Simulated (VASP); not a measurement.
# Al2Au (km) (Fm-3m) in VASP: single point with PBEsol

Aim: the single point of Al2Au (km) with PBEsol.

All numbers are computed with VASP 6.6.1; they aren't measurements. Logs are shortened: lines on timing, memory, paths and dates and some standing lists are left out, and cuts for length are marked.

## 1. The cell of the first run

It takes space group Fm-3m (No. 225, cubic). Conventional cell: a = 6.002 Å, b = 6.002 Å, c = 6.002 Å, α = 90.00°, β = 90.00°, γ = 90.00°. Within 3.4 Å of Al (site symmetry -43m) lie 4 Au at 2.60 Å and 6 Al at 3.00 Å. Within 3.4 Å of Au (site symmetry m-3m) lie 8 Al at 2.60 Å.

## 2. Single point, PBEsol

INCAR

```
SYSTEM = Al2Au
ALGO = Normal ; EDIFF = 1E-6
ENCUT = 500 ; GGA = PS
GGA_COMPAT = .FALSE. ; ISIF = 2
ISMEAR = 0 ; LASPH = .TRUE.
LCHARG = .FALSE. ; LREAL = .FALSE.
LWAVE = .FALSE. ; NBANDS = 16
NELM = 120 ; PREC = Accurate
SIGMA = 0.1
```

KPOINTS

```
k-points
0
G
  4 4 4
  0 0 0
```

POSCAR

```
Al2Au
1.0
    0.0000000000      3.0011078147      3.0011078147
    3.0011078147      0.0000000000      3.0011078147
    3.0011078147      3.0011078147      0.0000000000
Al Au
2 1
Direct
    0.2500000000      0.2500000000      0.2500000000
    0.7500000000      0.7500000000      0.7500000000
    0.0000000000      0.0000000000      0.0000000000
```

Potentials or basis: VASP PAW PBE potentials, release 64 (Al, Au).

Run with:

```console
$ cat potpaw_PBE.64/Al/POTCAR potpaw_PBE.64/Au/POTCAR > POTCAR
$ mpirun -np 1 vasp_std > vasp.out
```

OUTCAR:

```text
SYSTEM = Al2Au
   EDIFF = 1E-6
   ENCUT = 500
   GGA = PS
   ISIF = 2
   ISMEAR = 0
   LASPH = .TRUE.
   LREAL = .FALSE.
   NELM = 120
   PREC = Accurate

 ion  position               nearest neighbor table
   1  0.250  0.250  0.250-   3 2.60   3 2.60   3 2.60   3 2.60   2 3.00   2 3.00   2 3.00   2 3.00
                             2 3.00   2 3.00
   2  0.750  0.750  0.750-   3 2.60   3 2.60   3 2.60   3 2.60   1 3.00   1 3.00   1 3.00   1 3.00
                             1 3.00   1 3.00
   3  0.000  0.000  0.000-   2 2.60   1 2.60   2 2.60   1 2.60   2 2.60   2 2.60   1 2.60   1 2.60

  LATTYP: Found a face centered cubic cell.
 ALAT       =     6.0022156294

  Lattice vectors:

 A1 = (   0.0000000000,   3.0011078147,   3.0011078147)
 A2 = (   3.0011078147,   0.0000000000,   3.0011078147)
 A3 = (   3.0011078147,   3.0011078147,   0.0000000000)

Analysis of symmetry for initial positions (statically):
=====================================================================
 Subroutine PRICEL returns:
 Original cell was already a primitive cell.

 Routine SETGRP: Setting up the symmetry group for a
 face centered cubic supercell.

 Subroutine GETGRP returns: Found 48 space group operations
 (whereof 48 operations were pure point group operations)
 out of a pool of 48 trial point group operations.

The static configuration has the point symmetry O_h .

Analysis of symmetry for dynamics (positions and initial velocities):
=====================================================================
 Subroutine PRICEL returns:
 Original cell was already a primitive cell.

 Routine SETGRP: Setting up the symmetry group for a
 face centered cubic supercell.

 Subroutine GETGRP returns: Found 48 space group operations
 (whereof 48 operations were pure point group operations)
 out of a pool of 48 trial point group operations.

The dynamic configuration has the point symmetry O_h .

 Subroutine INISYM returns: Found 48 space group operations
 (whereof 48 operations are pure point group operations),
 and found     1 'primitive' translations

----------------------------------------------------------------------------------------

                                     Primitive cell

  volume of cell :      54.0598

  direct lattice vectors                    reciprocal lattice vectors
     0.000000000  3.001107815  3.001107815    -0.166605144  0.166605144  0.166605144
     3.001107815  0.000000000  3.001107815     0.166605144 -0.166605144  0.166605144
     3.001107815  3.001107815  0.000000000     0.166605144  0.166605144 -0.166605144

  length of vectors
     4.244207374  4.244207374  4.244207374     0.288568574  0.288568574  0.288568574

  position of ions in fractional coordinates (direct lattice)
     0.250000000  0.250000000  0.250000000
     0.750000000  0.750000000  0.750000000
     0.000000000  0.000000000  0.000000000

  ion indices of the primitive-cell ions
   primitive index   ion index
                 1           1
                 2           2
                 3           3

----------------------------------------------------------------------------------------

 KPOINTS: k-points

Automatic generation of k-mesh.
 Grid dimensions read from file:
 generate k-points for:    4    4    4

 Generating k-lattice:

  Cartesian coordinates                     Fractional coordinates (reciprocal lattice)
    -0.041651286  0.041651286  0.041651286     0.250000000  0.000000000  0.000000000
     0.041651286 -0.041651286  0.041651286     0.000000000  0.250000000  0.000000000
     0.041651286  0.041651286 -0.041651286     0.000000000  0.000000000  0.250000000

  Length of vectors
     0.072142144  0.072142144  0.072142144

  Shift w.r.t. Gamma in fractional coordinates (k-lattice)
     0.000000000  0.000000000  0.000000000

 Subroutine IBZKPT returns following result:
 ===========================================

 Found      8 irreducible k-points:

 Following reciprocal coordinates:
            Coordinates               Weight
  0.000000  0.000000  0.000000      1.000000
  0.250000  0.000000  0.000000      8.000000
  0.500000  0.000000  0.000000      4.000000
  0.250000  0.250000  0.000000      6.000000
  0.500000  0.250000  0.000000     24.000000
 -0.250000  0.250000  0.000000     12.000000
  0.500000  0.500000  0.000000      3.000000
 -0.250000  0.500000  0.250000      6.000000
   k-points           NKPTS =      8   k-points in BZ     NKDIM =      8   number of bands    NBANDS=     16
   number of dos      NEDOS =    301   number of ions     NIONS =      3
   total plane-waves  NPLWV =  32768
   dimension x,y,z NGX =    32 NGY =   32 NGZ =   32
   dimension x,y,z NGXF=    64 NGYF=   64 NGZF=   64
   ions per type =               2   1
   NGX,Y,Z   is equivalent  to a cutoff of  12.53, 12.53, 12.53 a.u.
   NGXF,Y,Z  is equivalent  to a cutoff of  25.07, 25.07, 25.07 a.u.
 SYSTEM =  Al2Au
   PREC   = accura    normal or accurate (medium, high low for compatibility)
   ISTART =      0    job   : 0-new  1-cont  2-samecut
   ICHARG =      2    charge: 1-file 2-atom 10-const
   ISPIN  =      1    spin polarized calculation?
   LNONCOLLINEAR =      F non collinear calculations
   LSORBIT =      F    spin-orbit coupling
   LASPH  =      T    aspherical Exc in radial PAW
   ENCUT  =  500.0 eV  36.75 Ry    6.06 a.u.   7.74  7.74  7.74*2*pi/ulx,y,z
   NELM   =    120;   NELMIN=  2; NELMDL= -5     # of ELM steps
   EDIFF  = 0.1E-05   stopping-criterion for ELM
   LREAL  =      F    real-space projection
   EDIFFG = 0.1E-04   stopping-criterion for IOM
   NSW    =      0    number of steps for IOM
   IBRION =     -1    ionic relax: 0-MD 1-quasi-New 2-CG
   NFREE  =      0    steps in history (QN), initial steepest desc. (CG)
   ISIF   =      2    stress and relaxation
   ISYM   =      2    0-nonsym 1-usesym 2-fastsym
   POTIM  = 0.5000    time-step for ionic-motion
   TEBEG  =    0.0;   TEEND  =   0.0 temperature during run
   PSTRESS=    0.0 pullay stress
   NELECT =      17.0000    total number of electrons
   NUPDOWN=      -1.0000    fix difference up-down
   EMIN   =  10.00;   EMAX   =-10.00  energy-range for DOS
   EFERMI =   0.00;   METHOD = LEGACY
   ISMEAR =     0;   SIGMA  =   0.10  broadening in eV -4-tet -1-fermi 0-gaus
   EFERMI_NEDOS =   21; number of points for ismear=-14 and -15
   IALGO  =     38    algorithm
   IMIX   =      4    mixing-type and parameters
     AMIX     =   0.40;   BMIX     =  1.00
     AMIX_MAG =   1.60;   BMIX_MAG =  1.00
  volume/ion in A,a.u.               =      18.02       121.60
  Fermi-wavevector in a.u.,A,eV,Ry     =   1.113268  2.103771 16.862579  1.239365
  Thomas-Fermi vector in A             =   2.249851
   LORBIT       =      0    0 simple, 1 ext, 2 COOP (PROOUT), +10 PAW based schemes
   GGA     = PS    functional components
   LHFCALC =     F    Hartree Fock is set to
   AEXX    =    0.0000 exact exchange contribution
   IVDW    =     0    specifies the selected vdW correction
   LEPSILON=     F    determine dielectric tensor
   LRPA    =     F    only Hartree local field effects (RPA)
 non-spin polarized calculation
 Gauss-broadening in eV      SIGMA  =   0.10
  energy-cutoff  :      500.00
  volume of cell :       54.06
 maximum number of plane-waves:      1384
 NGX is ok and might be reduce to    32
   NGX = 15   NGY = 15   NGZ = 15

 number of electron      17.0000001 magnetization

 Free energy of the ion-electron system (eV)
  ---------------------------------------------------
  ext. energy  EPLUGINS =         0.00000000
  ---------------------------------------------------
  free energy    TOTEN  =       -13.48191992 eV

  energy without entropy =      -13.46589225  energy(sigma->0) =      -13.47390609

 E-fermi :   8.0277     XC(G=0): -10.6311

 val. band max:        7.2725377254   @ k =   0.2500   0.2500   0.0000
 cond. band min:       8.0378829465   @ k =   0.5000   0.0000   0.0000
 fundamental gap:      0.7653452211
 Fermi energy:         8.0277404463

 k-point     1 :       0.0000    0.0000    0.0000
  band No.  band energies     occupation
      1      -2.8743      2.00000
      2       1.0668      2.00000
      3       1.0668      2.00000
      4       1.0668      2.00000
      5       2.0218      2.00000
      6       2.0218      2.00000
[... 8 lines left out ...]
     15      13.4069      0.00000
     16      13.4069      0.00000

 k-point     2 :       0.2500    0.0000    0.0000
  band No.  band energies     occupation
      1      -2.0870      2.00000
      2       0.8793      2.00000
      3       1.2222      2.00000
      4       1.2222      2.00000
      5       2.0192      2.00000
      6       2.0192      2.00000
[... 8 lines left out ...]
     15      13.9816      0.00000
     16      14.1261      0.00000

 k-point     3 :       0.5000    0.0000    0.0000
  band No.  band energies     occupation
      1      -0.8275      2.00000
      2       1.2234      2.00000
      3       1.3074      2.00000
      4       1.3074      2.00000
      5       2.1401      2.00000
      6       2.1401      2.00000
[... 8 lines left out ...]
     15      16.5029      0.00000
     16      17.4604      0.00000

 k-point     4 :       0.2500    0.2500    0.0000
  band No.  band energies     occupation
      1      -1.7933      2.00000
      2       0.7015      2.00000
      3       1.3870      2.00000
      4       1.3870      2.00000
      5       1.7534      2.00000
      6       2.1699      2.00000
[... 8 lines left out ...]
     15      15.6415      0.00000
     16      16.1106      0.00000

 k-point     5 :       0.5000    0.2500    0.0000
  band No.  band energies     occupation
      1      -0.3253      2.00000
      2       0.6386      2.00000
      3       1.3341      2.00000
      4       1.5831      2.00000
      5       2.1561      2.00000
      6       2.1855      2.00000
[... 8 lines left out ...]
     15      17.0880      0.00000
     16      18.0100      0.00000

 k-point     6 :      -0.2500    0.2500    0.0000
  band No.  band energies     occupation
      1      -0.9074      2.00000
      2       0.7062      2.00000
      3       1.3482      2.00000
      4       1.4832      2.00000
      5       1.9130      2.00000
      6       2.1387      2.00000
[... 8 lines left out ...]
     15      15.8096      0.00000
     16      16.2287      0.00000

 k-point     7 :       0.5000    0.5000    0.0000
  band No.  band energies     occupation
      1       0.3712      2.00000
      2       0.5750      2.00000
      3       1.4576      2.00000
      4       1.8702      2.00000
      5       1.8702      2.00000
      6       2.3250      2.00000
[... 8 lines left out ...]
     15      18.0245      0.00000
     16      18.0260      0.00000

 k-point     8 :      -0.2500    0.5000    0.2500
  band No.  band energies     occupation
      1       0.6357      2.00000
      2       0.6357      2.00000
      3       1.3400      2.00000
      4       1.4174      2.00000
      5       1.8705      2.00000
      6       2.4564      2.00000
[... 8 lines left out ...]
     15      18.8529      0.00000
     16      18.8589      0.00000

------------------------ aborting loop because EDIFF is reached ----------------------------------------

  FORCE on cell =-STRESS in cart. coord.  units (eV):
  Direction    XX          YY          ZZ          XY          YZ          ZX
  --------------------------------------------------------------------------------------
  -------------------------------------------------------------------------------------
  Total       -0.3055147     -0.3055147     -0.3055147      0.0000000      0.0000000     -0.0000000
  in kB       -9.0545723     -9.0545723     -9.0545723      0.0000000      0.0000000     -0.0000000
  external PRESSURE =      -9.0545723 kB  Pullay stress =       0.0000000 kB

 VOLUME and BASIS-vectors are now :
 -----------------------------------------------------------------------------
  energy-cutoff  :      500.00
  volume of cell :       54.06
      direct lattice vectors                 reciprocal lattice vectors
     0.000000000  3.001107815  3.001107815    -0.166605144  0.166605144  0.166605144
     3.001107815  0.000000000  3.001107815     0.166605144 -0.166605144  0.166605144
     3.001107815  3.001107815  0.000000000     0.166605144  0.166605144 -0.166605144

 POSITION                                       TOTAL-FORCE (eV/Angst)
 -----------------------------------------------------------------------------------
      1.50055      1.50055      1.50055        -0.000000     -0.000000     -0.000000
      4.50166      4.50166      4.50166         0.000000      0.000000      0.000000
      0.00000      0.00000      0.00000        -0.000000     -0.000000     -0.000000
 -----------------------------------------------------------------------------------
    total drift:                                0.000000     -0.000000      0.000000

  FREE ENERGIE OF THE ION-ELECTRON SYSTEM (eV)
  ---------------------------------------------------
  free  energy   TOTEN  =       -13.4819199234 eV

  energy  without entropy=      -13.4658922546  energy(sigma->0) =      -13.47390609
```

Run time: 12 s. Hardware: 1 thread of Intel Xeon 8259CL, shared host; peak memory 0.17 GiB.

What came out:

```yaml
Free_energy: -13.4819 eV
Pressure: -0.9 GPa
```

Levels at points of the mesh, in eV from the Fermi level:
| k point | band 6 | band 7 | band 8 | band 9 | band 10 | band 11 |
| --- | --- | --- | --- | --- | --- | --- |
| (0.00, 0.00, 0.00) | -6.01 | 1.92 | 2.58 | 2.58 | 2.58 | 3.57 |
| (0.50, 0.00, 0.00) | -5.89 | -5.82 | 0.01 | 0.01 | 2.91 | 3.24 |
| (0.50, 0.50, 0.00) | -5.70 | -5.40 | -2.46 | -2.46 | 0.92 | 1.68 |

Caveat: the k points lie up to 0.45 Å⁻¹ apart; the PAW data sets were made with another functional, which shifts forces and pressure a little; spin-orbit coupling is left out, which moves the levels of the heavy elements.
